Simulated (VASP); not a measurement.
Write the native input for VASP 6.6.1 that does the following.

```
Task                   : single point
Functional             : PBE
Potentials or basis    : VASP PAW PBE potentials, release 64 (Al, Pt)
Cutoff                 : 500 eV
k mesh                 : 4 × 4 × 3
Occupations            : gaussian, width 0.2 eV
Spin                   : no spin polarisation
Dipole correction      : no
Further INCAR settings : ALGO = Normal; EDIFF = 1e-06; NBANDS = 25
```

The structure of Al2Pt lies in POSCAR:

```
Al2Pt
1.0
    4.4148824744      0.0000000027      0.0000000000
   -2.2074412395      3.8234003762      0.0000000000
    0.0000000000      0.0000000000      6.8563069927
Al Pt
4 2
Direct
    0.3333333333      0.6666666667      0.0153824216
    0.6666666667      0.3333333333      0.5153824216
    0.3333333333      0.6666666667      0.5893151326
    0.6666666667      0.3333333333      0.0893151326
    0.0000000000      0.0000000000      0.5523394358
    0.0000000000      0.0000000000      1.0523394358
```

The input as run:

INCAR

```
PREC = Accurate
ENCUT = 500
EDIFF = 1E-6
ISMEAR = 0
SIGMA = 0.2
LREAL = F
LASPH = T
NELM = 120
ALGO = Normal
ISIF = 2
LWAVE = F
LCHARG = T
GGA = PE
LELF = T
LVHAR = T
NBANDS = 25
GGA_COMPAT = F
```

KPOINTS

```
Automatic mesh
0
Gamma
  4 4 3
```

Potentials or basis: VASP PAW PBE potentials, release 64 (Al, Pt).

Launch:

```console
$ cat potpaw_PBE.64/Al/POTCAR potpaw_PBE.64/Pt/POTCAR > POTCAR
$ mpirun -np 1 vasp_std > vasp.out
```

It gave:

* Pressure: -0.2 GPa
* Largest force: 0.010 eV/Å
* Band gap on the k mesh: zero (band 16 reaches 8.28 eV, above the bottom of band 17 at 6.17 eV)

Caveat: the k points lie up to 0.41 Å⁻¹ apart; spin-orbit coupling is left out, which moves the levels of the heavy elements.

It took 25 s on 1 thread of Intel Xeon 6455B, with other jobs on the host, peak memory 0.22 GiB.
